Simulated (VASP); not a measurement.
# Cu3AgIr2Pd4Pt2 in VASP: notebook, part 2 of 2

VASP 6.6.1. Earlier steps stand in the parts before.

### Step 3. Single point, PBE

This run uses another cell than the first one, of 14.67 Å³/atom.

Contents of INCAR:

```
SYSTEM = Cu3AgIr2Pd4Pt2
PREC = Accurate ; ENCUT = 600
EDIFF = 1E-6 ; ISMEAR = 0
SIGMA = 0.1 ; LREAL = .FALSE.
LASPH = .TRUE. ; NELM = 120
ALGO = Normal ; ISIF = 2
LWAVE = .FALSE. ; LCHARG = .TRUE.
GGA = PE ; LELF = .TRUE.
LVHAR = .TRUE. ; ISYM = 0
NBANDS = 73 ; GGA_COMPAT = .FALSE.
```

Contents of KPOINTS:

```
regular mesh
0
G
  4 4 3
  0 0 0
```

Contents of POSCAR:

```
Cu3AgIr2Pd4Pt2
1.0
   -3.8547054451     -3.8547079554      0.0000004543
   -0.0265686754      3.8812756123      3.9309624788
   -3.8712814873      3.8712845526     -3.8942268172
Cu Pd Ag Ir Pt
3 4 1 2 2
Direct
    0.9931975329      0.9841013048      0.9953838116
    0.5110977727      0.5034107825      0.9946430683
    0.9946086639      0.5034232284      0.9946429170
    0.8388891253      0.1720912957      0.6771068067
    0.3354997393      0.1720897681      0.6771062347
    0.6672871665      0.8315512900      0.3345005812
    0.1665603277      0.8315509511      0.3345001223
    0.1669632827      0.3316320329      0.3162502875
    0.8328511342      0.6634069411      0.6571901550
    0.3387942805      0.6752904413      0.6872394827
    0.4975339833      0.9927691874      0.0076302085
    0.6703529660      0.3384091610      0.3222854754
```

Potentials or basis: VASP PAW PBE potentials, release 64 (Cu, Pd, Ag, Ir, Pt).

Started as:

```bash
$ cat potpaw_PBE.64/Cu/POTCAR potpaw_PBE.64/Pd/POTCAR potpaw_PBE.64/Ag/POTCAR potpaw_PBE.64/Ir/POTCAR potpaw_PBE.64/Pt/POTCAR > POTCAR
$ mpirun -np 1 vasp_std > vasp.out
```

OUTCAR:

```text
SYSTEM = Cu3AgIr2Pd4Pt2
   PREC = Accurate
   ENCUT = 600
   EDIFF = 1E-6
   ISMEAR = 0
   LREAL = .FALSE.
   LASPH = .TRUE.
   NELM = 120
   ISIF = 2
   GGA = PE
   ISYM = 0

 ion  position               nearest neighbor table
   1  0.993  0.984  0.995-   3 2.66   2 2.66   4 2.69   5 2.69   8 2.72  11 2.73  11 2.73   9 2.74
                             6 2.76   7 2.76
   2  0.511  0.503  0.995-   3 2.64  10 2.64   5 2.66   1 2.66  12 2.69   8 2.71   9 2.74  11 2.74
                             6 2.77  11 2.79
   3  0.995  0.503  0.995-   2 2.64  10 2.64   4 2.66   1 2.66  12 2.69   8 2.71   9 2.74  11 2.74
                             7 2.77  11 2.79
   4  0.839  0.172  0.677-   3 2.66   1 2.69   5 2.71   9 2.73   5 2.74  11 2.75  10 2.75  10 2.77
                             9 2.80   6 2.82  12 2.87   8 2.88
   5  0.335  0.172  0.677-   2 2.66   1 2.69   4 2.71   9 2.73   4 2.74  11 2.75  10 2.75  10 2.77
                             9 2.80   7 2.82  12 2.87   8 2.88
   6  0.667  0.832  0.335-   9 2.69  11 2.70   7 2.72   7 2.73  12 2.73   1 2.76   8 2.76   8 2.76
                             2 2.77  12 2.79   4 2.82  10 2.84
   7  0.167  0.832  0.335-   9 2.69  11 2.70   6 2.72   6 2.73  12 2.73   1 2.76   8 2.76   8 2.76
                             3 2.77  12 2.79   5 2.82  10 2.84
   8  0.167  0.332  0.316-   2 2.71   3 2.71   1 2.72  12 2.73  12 2.73   6 2.76   7 2.76   7 2.76
                             6 2.76   4 2.88   5 2.88  10 2.98
   9  0.833  0.663  0.657-   6 2.69   7 2.69  12 2.73  10 2.73  10 2.73   5 2.73   4 2.73   3 2.74
                             2 2.74   1 2.74   4 2.80   5 2.80
  10  0.339  0.675  0.687-  11 2.63   2 2.64   3 2.64   9 2.73   9 2.73   5 2.75   4 2.75   4 2.77
                             5 2.77   6 2.84   7 2.84   8 2.98
  11  0.498  0.993  0.008-  10 2.63  12 2.68   6 2.70   7 2.70   1 2.73   1 2.73   3 2.74   2 2.74
                             4 2.75   5 2.75   2 2.79   3 2.79
  12  0.670  0.338  0.322-  11 2.68   2 2.69   3 2.69   8 2.73   8 2.73   9 2.73   7 2.73   6 2.73
                             6 2.79   7 2.79   5 2.87   4 2.87

IMPORTANT INFORMATION: All symmetrisations will be switched off!
NOSYMM: (Re-)initialisation of all symmetry stuff for point group C_1.

----------------------------------------------------------------------------------------

                                     Primitive cell

  volume of cell :     175.9819

  direct lattice vectors                    reciprocal lattice vectors
    -3.854705445 -3.854707955  0.000000454    -0.172361169 -0.087061958  0.084796548
    -0.026568675  3.881275612  3.930962479    -0.085299155  0.085299120  0.169593153
    -3.871281487  3.871284553 -3.894226817    -0.086103833  0.086103767 -0.085597387

  length of vectors
     5.451378494  5.524262148  6.718531606     0.210899530  0.208119493  0.148844353

  position of ions in fractional coordinates (direct lattice)
     0.993197533  0.984101305  0.995383812
     0.511097773  0.503410782  0.994643068
     0.994608664  0.503423228  0.994642917
     0.838889125  0.172091296  0.677106807
     0.335499739  0.172089768  0.677106235
     0.667287167  0.831551290  0.334500581
     0.166560328  0.831550951  0.334500122
     0.166963283  0.331632033  0.316250287
     0.832851134  0.663406941  0.657190155
     0.338794280  0.675290441  0.687239483
     0.497533983  0.992769187  0.007630208
     0.670352966  0.338409161  0.322285475

  ion indices of the primitive-cell ions
   primitive index   ion index
                 1           1
                 2           2
                 3           3
[... 70 lines left out ...]
   NGXF,Y,Z  is equivalent  to a cutoff of  29.28, 28.89, 26.72 a.u.
 SYSTEM =  Cu3AgIr2Pd4Pt2
   PREC   = accura    normal or accurate (medium, high low for compatibility)
   ISTART =      0    job   : 0-new  1-cont  2-samecut
   ICHARG =      2    charge: 1-file 2-atom 10-const
   ISPIN  =      1    spin polarized calculation?
   LNONCOLLINEAR =      F non collinear calculations
   LSORBIT =      F    spin-orbit coupling
   LASPH  =      T    aspherical Exc in radial PAW
   ENCUT  =  600.0 eV  44.10 Ry    6.64 a.u.  10.89 11.03 13.42*2*pi/ulx,y,z
   NELM   =    120;   NELMIN=  2; NELMDL= -5     # of ELM steps
   EDIFF  = 0.1E-05   stopping-criterion for ELM
   LREAL  =      F    real-space projection
   EDIFFG = 0.1E-04   stopping-criterion for IOM
   NSW    =      0    number of steps for IOM
   IBRION =     -1    ionic relax: 0-MD 1-quasi-New 2-CG
   NFREE  =      0    steps in history (QN), initial steepest desc. (CG)
   ISIF   =      2    stress and relaxation
   ISYM   =      0    0-nonsym 1-usesym 2-fastsym
   POTIM  = 0.5000    time-step for ionic-motion
   TEBEG  =    0.0;   TEEND  =   0.0 temperature during run
   PSTRESS=    0.0 pullay stress
   NELECT =     122.0000    total number of electrons
   NUPDOWN=      -1.0000    fix difference up-down
   EMIN   =  10.00;   EMAX   =-10.00  energy-range for DOS
   EFERMI =   0.00;   METHOD = LEGACY
   ISMEAR =     0;   SIGMA  =   0.10  broadening in eV -4-tet -1-fermi 0-gaus
   EFERMI_NEDOS =   21; number of points for ismear=-14 and -15
   IALGO  =     38    algorithm
   IMIX   =      4    mixing-type and parameters
     AMIX     =   0.40;   BMIX     =  1.00
     AMIX_MAG =   1.60;   BMIX_MAG =  1.00
  volume/ion in A,a.u.               =      14.67        98.97
  Fermi-wavevector in a.u.,A,eV,Ry     =   1.448901  2.738026 28.562913  2.099315
  Thomas-Fermi vector in A             =   2.566689
   LORBIT       =      0    0 simple, 1 ext, 2 COOP (PROOUT), +10 PAW based schemes
   GGA     = PE    functional components
   LHFCALC =     F    Hartree Fock is set to
   AEXX    =    0.0000 exact exchange contribution
   IVDW    =     0    specifies the selected vdW correction
   LEPSILON=     F    determine dielectric tensor
   LRPA    =     F    only Hartree local field effects (RPA)
 non-spin polarized calculation
 Gauss-broadening in eV      SIGMA  =   0.10
  energy-cutoff  :      600.00
  volume of cell :      175.98
 maximum number of plane-waves:      5891
 NGX is ok and might be reduce to    48
   NGX = 21   NGY = 23   NGZ = 27

 number of electron     121.9999992 magnetization

 Free energy of the ion-electron system (eV)
  ---------------------------------------------------
  ext. energy  EPLUGINS =         0.00000000
  ---------------------------------------------------
  free energy    TOTEN  =       -64.27145720 eV

  energy without entropy =      -64.20870996  energy(sigma->0) =      -64.24008358

 E-fermi :   8.8590     XC(G=0): -12.9717

 val. band max:        8.8574533165   @ k =  -0.2500   0.0000   0.3333
 cond. band min:       8.8620228226   @ k =   0.2500   0.2500  -0.3333
 fundamental gap:      0.0045695061
 Fermi energy:         8.8590286393

 k-point     1 :       0.0000    0.0000    0.0000
  band No.  band energies     occupation
      1       0.2888      2.00000
      2       2.4839      2.00000
      3       2.8757      2.00000
      4       2.8827      2.00000
      5       3.0222      2.00000
      6       3.1506      2.00000
[... 1813 lines left out ...]
     72      14.3910      0.00000
     73      15.3363      0.00000

 [... further k-points ...]

------------------------ aborting loop because EDIFF is reached ----------------------------------------

  FORCE on cell =-STRESS in cart. coord.  units (eV):
  Direction    XX          YY          ZZ          XY          YZ          ZX
  --------------------------------------------------------------------------------------
  -------------------------------------------------------------------------------------
  Total       -0.0226450     -0.0229892     -0.0464393     -0.0438749     -0.0557517      0.0558215
  in kB       -0.2061648     -0.2092989     -0.4227936     -0.3994471     -0.5075753      0.5082113
  external PRESSURE =      -0.2794191 kB  Pullay stress =       0.0000000 kB

 VOLUME and BASIS-vectors are now :
 -----------------------------------------------------------------------------
  energy-cutoff  :      600.00
  volume of cell :      175.98
      direct lattice vectors                 reciprocal lattice vectors
    -3.854705445 -3.854707955  0.000000454    -0.172361169 -0.087061958  0.084796548
    -0.026568675  3.881275612  3.930962479    -0.085299155  0.085299120  0.169593153
    -3.871281487  3.871284553 -3.894226817    -0.086103833  0.086103767 -0.085597387

 POSITION                                       TOTAL-FORCE (eV/Angst)
 -----------------------------------------------------------------------------------
     -7.70804      3.84450     -0.00778        -0.001959      0.001988     -0.007765
     -5.83405      3.83429     -1.89448        -0.004643      0.002613     -0.014362
     -7.69784      1.97054     -1.89443        -0.002647      0.004566     -0.014666
     -5.85951      0.05553     -1.96032         0.008761      0.001229     -0.000638
     -3.91909      1.99595     -1.96033        -0.001202     -0.008737     -0.000616
     -3.88923      1.95023      1.96618         0.002728     -0.002608      0.019964
     -1.95908      3.88038      1.96618         0.002528     -0.002663      0.019981
     -1.87670      1.86786      0.07208        -0.013797      0.013683     -0.012887
     -5.77219      1.90864      0.04858         0.016987     -0.016986      0.014514
     -3.98439      3.97553     -0.02172         0.004954     -0.004962      0.005611
     -1.97376      1.96490      3.87282        -0.021749      0.021798     -0.006019
     -3.84066     -0.02290      0.07522         0.010038     -0.009921     -0.003117
 -----------------------------------------------------------------------------------
    total drift:                               -0.000323      0.000207      0.000919

  FREE ENERGIE OF THE ION-ELECTRON SYSTEM (eV)
  ---------------------------------------------------
  free  energy   TOTEN  =       -64.2714572000 eV

  energy  without entropy=      -64.2087099562  energy(sigma->0) =      -64.24008358
```

Wall time 8.6 min (1 thread of Intel Xeon 6975P-C (Granite Rapids), shared host); peak memory 0.61 GiB.

What came out:

```yaml
Free_energy: -64.2715 eV
Pressure: 0.0 GPa
Largest_force: 0.031 eV/Å
Band_gap_on_the_k_mesh: zero (bands 61 and 62 overlap by 0.41 eV)
```

Forces in eV/Å, atoms in the order of the input:
```
Cu  -0.002  0.002 -0.008
Cu  -0.005  0.003 -0.014
Cu  -0.003  0.005 -0.015
Pd   0.009  0.001 -0.001
Pd  -0.001 -0.009 -0.001
Pd   0.003 -0.003  0.020
Pd   0.003 -0.003  0.020
Ag  -0.014  0.014 -0.013
Ir   0.017 -0.017  0.015
Ir   0.005 -0.005  0.006
Pt  -0.022  0.022 -0.006
Pt   0.010 -0.010 -0.003
```

Caveat: spin-orbit coupling is left out, which moves the levels of the heavy elements.

### Step 4. Single point, PBE

This run uses another cell than the first one, of 14.64 Å³/atom.

Contents of INCAR:

```
ALGO = Normal
EDIFF = 1E-6
ENCUT = 600
GGA = PE
GGA_COMPAT = F
ISIF = 2
ISMEAR = 0
ISYM = 0
LASPH = T
LCHARG = T
LELF = T
LREAL = F
LVHAR = T
LWAVE = F
NBANDS = 73
NELM = 120
PREC = Accurate
SIGMA = 0.1
```

Contents of KPOINTS:

```
Automatic mesh
0
Gamma
  3 3 2
  0 0 0.5
```

Contents of POSCAR:

```
Cu3AgIr2Pd4Pt2
1.0
   -3.8504139973     -3.8504413283     -0.0000196080
   -0.0334954667      3.8839564030      3.9279869090
   -3.8708878489      3.8708955719     -3.8814306112
Cu Pd Ag Ir Pt
3 4 1 2 2
Direct
   -0.0058976901      0.9859267031     -0.0050989533
    0.5112887326      0.5042183374     -0.0056270893
   -0.0047705827      0.5042600409     -0.0056290550
    0.8387149695      0.1730518336      0.6762190484
    0.3366279873      0.1730450545      0.6762242507
    0.6657419188      0.8287722845      0.3338509085
    0.1653286362      0.8287799335      0.3338473163
    0.1659040787      0.3295217477      0.3167984357
    0.8338048330      0.6652968892      0.6629665150
    0.3395631378      0.6768166116      0.6846876114
    0.4980475712      0.9937700830      1.0066896736
    0.6692823826      0.3362668652      0.3235504889
```

Potentials or basis: VASP PAW PBE potentials, release 64 (Cu, Pd, Ag, Ir, Pt).

Started as:

```bash
$ cat potpaw_PBE.64/Cu/POTCAR potpaw_PBE.64/Pd/POTCAR potpaw_PBE.64/Ag/POTCAR potpaw_PBE.64/Ir/POTCAR potpaw_PBE.64/Pt/POTCAR > POTCAR
$ mpirun -np 1 vasp_std > vasp.out
```

OUTCAR:

```text
EDIFF = 1E-6
   ENCUT = 600
   GGA = PE
   ISIF = 2
   ISMEAR = 0
   ISYM = 0
   LASPH = T
   LREAL = F
   NELM = 120
   PREC = Accurate

 ion  position               nearest neighbor table
   1  0.994  0.986  0.995-   3 2.66   2 2.66   4 2.69   5 2.69   9 2.71   8 2.72  11 2.72  11 2.72
                             6 2.76   7 2.76
   2  0.511  0.504  0.994-   3 2.64  10 2.64   5 2.66   1 2.66  12 2.70   9 2.70   8 2.71  11 2.74
                             6 2.76  11 2.79
   3  0.995  0.504  0.994-   2 2.64  10 2.64   4 2.66   1 2.66  12 2.70   9 2.70   8 2.71  11 2.74
                             7 2.76  11 2.79
   4  0.839  0.173  0.676-   3 2.66   1 2.69   5 2.71   5 2.73   9 2.73  11 2.75  10 2.75  10 2.78
                             9 2.79   6 2.83  12 2.85   8 2.87
   5  0.337  0.173  0.676-   2 2.66   1 2.69   4 2.71   4 2.73   9 2.73  11 2.75  10 2.75  10 2.78
                             9 2.79   7 2.83  12 2.85   8 2.87
   6  0.666  0.829  0.334-  11 2.70   9 2.71   7 2.72   7 2.72  12 2.73   1 2.76   2 2.76   8 2.76
                             8 2.77  12 2.79  10 2.82   4 2.83
   7  0.165  0.829  0.334-  11 2.70   9 2.71   6 2.72   6 2.72  12 2.73   1 2.76   3 2.76   8 2.76
                             8 2.77  12 2.79  10 2.82   5 2.83
   8  0.166  0.330  0.317-   2 2.71   3 2.71   1 2.72  12 2.72  12 2.72   6 2.76   7 2.76   6 2.77
                             7 2.77   4 2.87   5 2.87  10 2.98
   9  0.834  0.665  0.663-   3 2.70   2 2.70   1 2.71   7 2.71   6 2.71  10 2.73  10 2.73   4 2.73
                             5 2.73  12 2.77   5 2.79   4 2.79
  10  0.340  0.677  0.685-  11 2.64   2 2.64   3 2.64   9 2.73   9 2.73   4 2.75   5 2.75   4 2.78
                             5 2.78   6 2.82   7 2.82   8 2.98
  11  0.498  0.994  0.007-  10 2.64  12 2.69   6 2.70   7 2.70   1 2.72   1 2.72   3 2.74   2 2.74
                             4 2.75   5 2.75   2 2.79   3 2.79
  12  0.669  0.336  0.324-  11 2.69   2 2.70   3 2.70   8 2.72   8 2.72   7 2.73   6 2.73   9 2.77
                             7 2.79   6 2.79   4 2.85   5 2.85

IMPORTANT INFORMATION: All symmetrisations will be switched off!
NOSYMM: (Re-)initialisation of all symmetry stuff for point group C_1.

[... 133 lines left out ...]
 maximum number of plane-waves:      5881
 NGX is ok and might be reduce to    48
   NGX = 21   NGY = 23   NGZ = 27

 number of electron     121.9999995 magnetization

 Free energy of the ion-electron system (eV)
  ---------------------------------------------------
  ext. energy  EPLUGINS =         0.00000000
  ---------------------------------------------------
  free energy    TOTEN  =       -64.46816538 eV

  energy without entropy =      -64.39066915  energy(sigma->0) =      -64.42941727

 E-fermi :   8.8334     XC(G=0): -12.9869

 val. band max:        8.8277504153   @ k =  -0.3333   0.3333  -0.2500
 cond. band min:       8.8398390631   @ k =   0.0000   0.3333   0.2500
 fundamental gap:      0.0120886478
 Fermi energy:         8.8334250574

 k-point     1 :       0.0000    0.0000    0.2500
  band No.  band energies     occupation
      1       0.5568      2.00000
      2       2.1384      2.00000
      3       2.8370      2.00000
      4       2.9632      2.00000
      5       2.9860      2.00000
      6       3.1352      2.00000
[... 673 lines left out ...]
     72      14.1539      0.00000
     73      15.1172      0.00000

------------------------ aborting loop because EDIFF is reached ----------------------------------------

  FORCE on cell =-STRESS in cart. coord.  units (eV):
  Direction    XX          YY          ZZ          XY          YZ          ZX
  --------------------------------------------------------------------------------------
  -------------------------------------------------------------------------------------
  Total       -0.2764828     -0.2774115     -0.3118113      0.1694280     -0.0169853      0.0156340
  in kB       -2.5221085     -2.5305806     -2.8443798      1.5455425     -0.1549420      0.1426152
  external PRESSURE =      -2.6323563 kB  Pullay stress =       0.0000000 kB

 VOLUME and BASIS-vectors are now :
 -----------------------------------------------------------------------------
  energy-cutoff  :      600.00
  volume of cell :      175.64
      direct lattice vectors                 reciprocal lattice vectors
    -3.850413997 -3.850441328 -0.000019608    -0.172402252 -0.087309893  0.084861057
    -0.033495467  3.883956403  3.927986909    -0.085092186  0.085090717  0.169720821
    -3.870887849  3.870895572 -3.881430611    -0.086111963  0.086111789 -0.085880835

 POSITION                                       TOTAL-FORCE (eV/Angst)
 -----------------------------------------------------------------------------------
     -7.71188      3.85272      0.01105        -0.015208      0.014832      0.021655
     -5.83467      3.83879     -1.87904         0.013496      0.015310     -0.022164
     -7.69803      1.97556     -1.87887        -0.015351     -0.013954     -0.022616
     -5.85276      0.06028     -1.94497         0.009127     -0.000220      0.008751
     -3.91954      1.99353     -1.94501         0.000098     -0.009423      0.009045
     -3.88344      1.94782      1.95957        -0.003435     -0.000336     -0.003831
     -1.95663      3.87465      1.95963         0.000259      0.003193     -0.003806
     -1.87613      1.86734      0.06472        -0.006790      0.006532     -0.009116
     -5.79905      1.93974      0.04000         0.035156     -0.034479      0.011548
     -3.98048      3.97161      0.00095        -0.001439      0.001604      0.019275
     -1.97687      1.96795      3.87754        -0.013065      0.013791     -0.009576
     -3.84071     -0.01856      0.06500        -0.002848      0.003150      0.000835
 -----------------------------------------------------------------------------------
    total drift:                                0.000092     -0.000133      0.000482

  FREE ENERGIE OF THE ION-ELECTRON SYSTEM (eV)
  ---------------------------------------------------
  free  energy   TOTEN  =       -64.4681653818 eV

  energy  without entropy=      -64.3906691495  energy(sigma->0) =      -64.42941727
```

stdout:

```text
POSCAR found type information on POSCAR CuPdAgIrPt
 POSCAR found :  5 types and      12 ions
 scaLAPACK will be used
 LDA part: xc-table for (Slater+PW92), standard interpolation
 POSCAR, INCAR and KPOINTS ok, starting setup
 FFT: planning ... GRIDC
 FFT: planning ... GRID_SOFT
 FFT: planning ... GRID
 WAVECAR not read
 entering main loop
```

Wall time 12 min (1 thread of AMD EPYC 7R13, shared host); peak memory 0.4 GiB.

Results:

| Item | Value |
| --- | --- |
| Free energy | -64.4682 eV |
| Pressure | -0.3 GPa |
| Largest force | 0.051 eV/Å |
| Band gap on the k mesh | zero (bands 61 and 62 overlap by 0.32 eV) |

Forces in eV/Å, atoms in the order of the input:
```
Cu  -0.015  0.015  0.022
Cu   0.013  0.015 -0.022
Cu  -0.015 -0.014 -0.023
Pd   0.009  0.000  0.009
Pd   0.000 -0.009  0.009
Pd  -0.003  0.000 -0.004
Pd   0.000  0.003 -0.004
Ag  -0.007  0.007 -0.009
Ir   0.035 -0.034  0.012
Ir  -0.001  0.002  0.019
Pt  -0.013  0.014 -0.010
Pt  -0.003  0.003  0.001
```

Caveat: the k points lie up to 0.47 Å⁻¹ apart; spin-orbit coupling is left out, which moves the levels of the heavy elements.

### Step 5. Overview

| task | cell | k mesh | gap on the mesh (eV) | pressure (GPa) | largest force (eV/Å) |
| --- | --- | --- | --- | --- | --- |
| relaxation of cell and atoms | relaxed from a = 5.487, b = 5.487, c = 6.720 Å, angles 90.0, 90.0, 120.0°, 12 atoms, atomic positions A | 3 × 3 × 2, shifted | none | 0.0 | 0.03 |
| single point | a = 5.451, b = 5.524, c = 6.719 Å, angles 90.3, 90.0, 119.6°, 12 atoms, atomic positions B | 4 × 4 × 3 | none | 0.0 | 0.03 |
| single point | a = 5.445, b = 5.524, c = 6.711 Å, angles 90.1, 90.0, 119.5°, 12 atoms, atomic positions C | 3 × 3 × 2, shifted | none | -0.3 | 0.05 |

Alike in all rows: level PBE; potentials or basis VASP PAW PBE potentials, release 64 (Cu, Pd, Ag, Ir, Pt); no spin polarisation; cutoff (eV) 600; smearing gaussian 0.1 eV.

Caveats: some runs use coarse meshes; spin-orbit coupling is left out, which moves the levels of the heavy elements.

Total energies depend on the potentials used, so only differences within one code and one set of settings carry meaning.
